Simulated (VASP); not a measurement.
# LiF (Fm-3m) in VASP: notebook

LiF is run at these levels: PBE; tasks: single point.

Everything below comes from runs of VASP 6.6.1. Logs are shortened: lines on timing, memory, paths and dates and some standing lists are left out, and cuts for length are marked.

**1. The cell of the first run**

Symmetry: Fm-3m, No. 225, cubic system. Conventional cell: a = 4.068 Å, b = 4.068 Å, c = 4.068 Å, α = 90.00°, β = 90.00°, γ = 90.00°. Within 2.7 Å of Li (site symmetry m-3m) lie 6 F at 2.03 Å. F (site symmetry m-3m) has 6 Li at 2.03 Å within 2.7 Å.

**2. Single point, PBE**

The input, INCAR:

```
  PREC = Accurate
  ENCUT = 520
  EDIFF = 1E-6
  ISMEAR = 0
  SIGMA = 0.1
  LREAL = F
  LASPH = T
  NELM = 80
  ALGO = Normal
  ISIF = 2
  LWAVE = F
  LCHARG = F
  GGA = PE
  NBANDS = 12
```

The input, KPOINTS:

```
regular mesh
0
Gamma
  8 8 8
```

The input, POSCAR:

```
LiF
1.0
    0.0000000000      2.0340099532      2.0340099532
    2.0340099532      0.0000000000      2.0340099532
    2.0340099532      2.0340099532      0.0000000000
Li F
1 1
Direct
    0.0000000000      0.0000000000      0.0000000000
    0.5000000000      0.5000000000      0.5000000000
```

Potentials or basis: VASP PAW PBE potentials, release 64 (Li_sv, F).

Launch:

```bash
$ cat potpaw_PBE.64/Li_sv/POTCAR potpaw_PBE.64/F/POTCAR > POTCAR
$ mpirun -np 1 vasp_std > vasp.out
```

OUTCAR:

```text
PREC = Accurate
   ENCUT = 520
   EDIFF = 1E-6
   ISMEAR = 0
   LREAL = F
   LASPH = T
   NELM = 80
   ISIF = 2
   GGA = PE

 ion  position               nearest neighbor table
   1  0.000  0.000  0.000-   2 2.03   2 2.03   2 2.03   2 2.03   2 2.03   2 2.03
   2  0.500  0.500  0.500-   1 2.03   1 2.03   1 2.03   1 2.03   1 2.03   1 2.03

  LATTYP: Found a face centered cubic cell.
 ALAT       =     4.0680199064

  Lattice vectors:

 A1 = (   0.0000000000,   2.0340099532,   2.0340099532)
 A2 = (   2.0340099532,   0.0000000000,   2.0340099532)
 A3 = (   2.0340099532,   2.0340099532,   0.0000000000)

Analysis of symmetry for initial positions (statically):
=====================================================================
 Subroutine PRICEL returns:
 Original cell was already a primitive cell.

 Routine SETGRP: Setting up the symmetry group for a
 face centered cubic supercell.

 Subroutine GETGRP returns: Found 48 space group operations
 (whereof 48 operations were pure point group operations)
 out of a pool of 48 trial point group operations.

The static configuration has the point symmetry O_h .

Analysis of symmetry for dynamics (positions and initial velocities):
=====================================================================
 Subroutine PRICEL returns:
 Original cell was already a primitive cell.

 Routine SETGRP: Setting up the symmetry group for a
 face centered cubic supercell.

 Subroutine GETGRP returns: Found 48 space group operations
 (whereof 48 operations were pure point group operations)
 out of a pool of 48 trial point group operations.

The dynamic configuration has the point symmetry O_h .

 Subroutine INISYM returns: Found 48 space group operations
 (whereof 48 operations are pure point group operations),
 and found     1 'primitive' translations

----------------------------------------------------------------------------------------

                                     Primitive cell

  volume of cell :      16.8302

  direct lattice vectors                    reciprocal lattice vectors
     0.000000000  2.034009953  2.034009953    -0.245819839  0.245819839  0.245819839
     2.034009953  0.000000000  2.034009953     0.245819839 -0.245819839  0.245819839
     2.034009953  2.034009953  0.000000000     0.245819839  0.245819839 -0.245819839

  length of vectors
     2.876524462  2.876524462  2.876524462     0.425772451  0.425772451  0.425772451

  position of ions in fractional coordinates (direct lattice)
     0.000000000  0.000000000  0.000000000
     0.500000000  0.500000000  0.500000000

  ion indices of the primitive-cell ions
   primitive index   ion index
                 1           1
                 2           2

----------------------------------------------------------------------------------------

 KPOINTS: regular mesh

Automatic generation of k-mesh.
 Grid dimensions read from file:
 generate k-points for:    8    8    8

 Generating k-lattice:

  Cartesian coordinates                     Fractional coordinates (reciprocal lattice)
    -0.030727480  0.030727480  0.030727480     0.125000000  0.000000000  0.000000000
     0.030727480 -0.030727480  0.030727480     0.000000000  0.125000000  0.000000000
     0.030727480  0.030727480 -0.030727480     0.000000000  0.000000000  0.125000000

  Length of vectors
     0.053221556  0.053221556  0.053221556

  Shift w.r.t. Gamma in fractional coordinates (k-lattice)
     0.000000000  0.000000000  0.000000000

 Subroutine IBZKPT returns following result:
 ===========================================

 Found     29 irreducible k-points:

 Following reciprocal coordinates:
            Coordinates               Weight
  0.000000  0.000000  0.000000      1.000000
  0.125000  0.000000  0.000000      8.000000
  0.250000  0.000000  0.000000      8.000000
  0.375000  0.000000  0.000000      8.000000
  0.500000  0.000000  0.000000      4.000000
  0.125000  0.125000  0.000000      6.000000
[... 16 lines left out ...]
  0.500000  0.250000  0.125000     48.000000
 -0.375000  0.250000  0.125000     24.000000
 [... further k-points ...]
   k-points           NKPTS =     29   k-points in BZ     NKDIM =     29   number of bands    NBANDS=     12
   number of dos      NEDOS =    301   number of ions     NIONS =      2
   total plane-waves  NPLWV =  13824
   dimension x,y,z NGX =    24 NGY =   24 NGZ =   24
   dimension x,y,z NGXF=    48 NGYF=   48 NGZF=   48
   ions per type =               1   1
   NGX,Y,Z   is equivalent  to a cutoff of  13.87, 13.87, 13.87 a.u.
   NGXF,Y,Z  is equivalent  to a cutoff of  27.74, 27.74, 27.74 a.u.
 SYSTEM =  unknown system
   PREC   = accura    normal or accurate (medium, high low for compatibility)
   ISTART =      0    job   : 0-new  1-cont  2-samecut
   ICHARG =      2    charge: 1-file 2-atom 10-const
   ISPIN  =      1    spin polarized calculation?
   LNONCOLLINEAR =      F non collinear calculations
   LSORBIT =      F    spin-orbit coupling
   LASPH  =      T    aspherical Exc in radial PAW
   ENCUT  =  520.0 eV  38.22 Ry    6.18 a.u.   5.35  5.35  5.35*2*pi/ulx,y,z
   NELM   =     80;   NELMIN=  2; NELMDL= -5     # of ELM steps
   EDIFF  = 0.1E-05   stopping-criterion for ELM
   LREAL  =      F    real-space projection
   EDIFFG = 0.1E-04   stopping-criterion for IOM
   NSW    =      0    number of steps for IOM
   IBRION =     -1    ionic relax: 0-MD 1-quasi-New 2-CG
   NFREE  =      0    steps in history (QN), initial steepest desc. (CG)
   ISIF   =      2    stress and relaxation
   ISYM   =      2    0-nonsym 1-usesym 2-fastsym
   POTIM  = 0.5000    time-step for ionic-motion
   TEBEG  =    0.0;   TEEND  =   0.0 temperature during run
   PSTRESS=    0.0 pullay stress
   NELECT =      10.0000    total number of electrons
   NUPDOWN=      -1.0000    fix difference up-down
   EMIN   =  10.00;   EMAX   =-10.00  energy-range for DOS
   EFERMI =   0.00;   METHOD = LEGACY
   ISMEAR =     0;   SIGMA  =   0.10  broadening in eV -4-tet -1-fermi 0-gaus
   EFERMI_NEDOS =   21; number of points for ismear=-14 and -15
   IALGO  =     38    algorithm
   IMIX   =      4    mixing-type and parameters
     AMIX     =   0.40;   BMIX     =  1.00
     AMIX_MAG =   1.60;   BMIX_MAG =  1.00
  volume/ion in A,a.u.               =       8.42        56.79
  Fermi-wavevector in a.u.,A,eV,Ry     =   1.376296  2.600822 25.772018  1.894190
  Thomas-Fermi vector in A             =   2.501553
   LORBIT       =      0    0 simple, 1 ext, 2 COOP (PROOUT), +10 PAW based schemes
   GGA     = PE    functional components
   LHFCALC =     F    Hartree Fock is set to
   AEXX    =    0.0000 exact exchange contribution
   IVDW    =     0    specifies the selected vdW correction
   LEPSILON=     F    determine dielectric tensor
   LRPA    =     F    only Hartree local field effects (RPA)
 non-spin polarized calculation
 Gauss-broadening in eV      SIGMA  =   0.10
  energy-cutoff  :      520.00
  volume of cell :       16.83
 maximum number of plane-waves:       469
 NGX is ok and might be reduce to    24
   NGX = 11   NGY = 11   NGZ = 11

 number of electron      10.0000000 magnetization

 number of electron       9.9999992 magnetization

 Free energy of the ion-electron system (eV)
  ---------------------------------------------------
  ext. energy  EPLUGINS =         0.00000000
  ---------------------------------------------------
  free energy    TOTEN  =        -9.64096875 eV

  energy without entropy =       -9.64096875  energy(sigma->0) =       -9.64096875

 E-fermi :  -0.7703     XC(G=0):  -9.8388

 val. band max:       -1.1943533122   @ k =   0.0000   0.0000   0.0000
 cond. band min:       7.6343580880   @ k =   0.0000   0.0000   0.0000
 fundamental gap:      8.8287114003
 Fermi energy:        -0.7702757138

 k-point     1 :       0.0000    0.0000    0.0000
  band No.  band energies     occupation
      1     -42.1838      2.00000
      2     -21.0885      2.00000
      3      -1.1944      2.00000
      4      -1.1944      2.00000
      5      -1.1944      2.00000
      6       7.6344      0.00000
      7      22.3816      0.00000
      8      22.3816      0.00000
      9      22.3816      0.00000
     10      22.8373      0.00000
     11      22.8373      0.00000
     12      22.8373      0.00000

 k-point     2 :       0.1250    0.0000    0.0000
  band No.  band energies     occupation
      1     -42.1763      2.00000
      2     -21.0316      2.00000
      3      -1.6159      2.00000
      4      -1.2279      2.00000
      5      -1.2279      2.00000
      6       8.0748      0.00000
      7      19.1190      0.00000
      8      20.8141      0.00000
      9      20.8141      0.00000
     10      24.0480      0.00000
     11      24.1465      0.00000
     12      24.1465      0.00000

 k-point     3 :       0.2500    0.0000    0.0000
  band No.  band energies     occupation
      1     -42.1581      2.00000
      2     -20.8897      2.00000
      3      -2.5179      2.00000
      4      -1.3065      2.00000
      5      -1.3065      2.00000
      6       8.9130      0.00000
      7      16.4841      0.00000
      8      19.0766      0.00000
      9      19.0766      0.00000
     10      25.3977      0.00000
     11      25.9577      0.00000
     12      25.9577      0.00000
[... 286 lines left out ...]
 k-point    23 :       0.5000    0.2500    0.1250
  band No.  band energies     occupation
      1     -42.1310      2.00000
      2     -20.6257      2.00000
      3      -3.2354      2.00000
      4      -2.2571      2.00000
      5      -1.5891      2.00000
      6      10.8753      0.00000
      7      14.5332      0.00000
      8      17.5934      0.00000
      9      17.9742      0.00000
     10      24.1530      0.00000
     11      28.6172      0.00000
     12      31.3293      0.00000

 k-point    24 :      -0.3750    0.2500    0.1250
  band No.  band energies     occupation
      1     -42.1252      2.00000
      2     -20.5677      2.00000
      3      -3.4339      2.00000
      4      -2.3673      2.00000
      5      -1.6548      2.00000
      6      11.1243      0.00000
      7      14.2803      0.00000
      8      17.4910      0.00000
      9      17.6262      0.00000
     10      25.9861      0.00000
     11      27.0786      0.00000
     12      32.4815      0.00000

 [... further k-points ...]
[... 5 lines left out ...]
  --------------------------------------------------------------------------------------
  -------------------------------------------------------------------------------------
  Total       -0.0484205     -0.0484205     -0.0484205      0.0000000      0.0000000     -0.0000000
  in kB       -4.6094690     -4.6094690     -4.6094690      0.0000000      0.0000000     -0.0000000
  external PRESSURE =      -4.6094690 kB  Pullay stress =       0.0000000 kB

 VOLUME and BASIS-vectors are now :
 -----------------------------------------------------------------------------
  energy-cutoff  :      520.00
  volume of cell :       16.83
      direct lattice vectors                 reciprocal lattice vectors
     0.000000000  2.034009953  2.034009953    -0.245819839  0.245819839  0.245819839
     2.034009953  0.000000000  2.034009953     0.245819839 -0.245819839  0.245819839
     2.034009953  2.034009953  0.000000000     0.245819839  0.245819839 -0.245819839

 POSITION                                       TOTAL-FORCE (eV/Angst)
 -----------------------------------------------------------------------------------
      0.00000      0.00000      0.00000         0.000000     -0.000000      0.000000
      2.03401      2.03401      2.03401        -0.000000      0.000000      0.000000
 -----------------------------------------------------------------------------------
    total drift:                               -0.000000     -0.000000      0.000000

  FREE ENERGIE OF THE ION-ELECTRON SYSTEM (eV)
  ---------------------------------------------------
  free  energy   TOTEN  =        -9.6409687499 eV

  energy  without entropy=       -9.6409687499  energy(sigma->0) =       -9.64096875
```

Wall time 8.1 s (1 thread of Intel Xeon 8259CL, shared host); peak memory 0.13 GiB.

Results:

* Free energy: -9.6410 eV
* Band gap on the k mesh: 8.83 eV

Caveat: the cutoff is under 1.25 times the usual one of these potentials, so pressure, stress and relaxed cells hold a basis-set (Pulay) error. A k mesh can miss the band edges.

**3. Single point, PBE**

INCAR, as its differences from that of step 2:

```diff
@@ -4,6 +4,6 @@
   ISMEAR = 0
-  SIGMA = 0.1
+  SIGMA = 0.02
   LREAL = F
   LASPH = T
-  NELM = 80
+  NELM = 60
   ALGO = Normal
```

The input, KPOINTS:

```
Automatic mesh
0
Gamma
  10 10 10
```

POSCAR is that of step 2.

Potentials or basis: VASP PAW PBE potentials, release 64 (Li_sv, F).

Launch:

```bash
$ cat potpaw_PBE.64/Li_sv/POTCAR potpaw_PBE.64/F/POTCAR > POTCAR
$ mpirun -np 1 vasp_std > vasp.out
```

Wall time 14 s (1 thread of Intel Xeon 8259CL, shared host); peak memory 0.13 GiB.

Results (log left out):

| Item | Value |
| --- | --- |
| Free energy | -9.6409 eV |
| Band gap on the k mesh | 8.83 eV |

Levels at points of the mesh, in eV from the valence-band top:
| k point | band 1 | band 2 | band 3 | band 4 | band 5 | band 6 | band 7 | band 8 | band 9 | band 10 |
| --- | --- | --- | --- | --- | --- | --- | --- | --- | --- | --- |
| (0.00, 0.00, 0.00) | -40.99 | -19.89 | 0.00 | 0.00 | 0.00 | 8.83 | 23.58 | 23.58 | 23.58 | 24.03 |
| (0.50, 0.00, 0.00) | -40.94 | -19.48 | -2.43 | -0.22 | -0.22 | 10.62 | 16.39 | 18.66 | 18.66 | 29.83 |
| (0.50, 0.50, 0.00) | -40.92 | -19.24 | -2.88 | -0.95 | -0.95 | 14.53 | 16.33 | 17.09 | 19.89 | 19.89 |

Caveat: the cutoff is under 1.25 times the usual one of these potentials, so pressure, stress and relaxed cells hold a basis-set (Pulay) error.
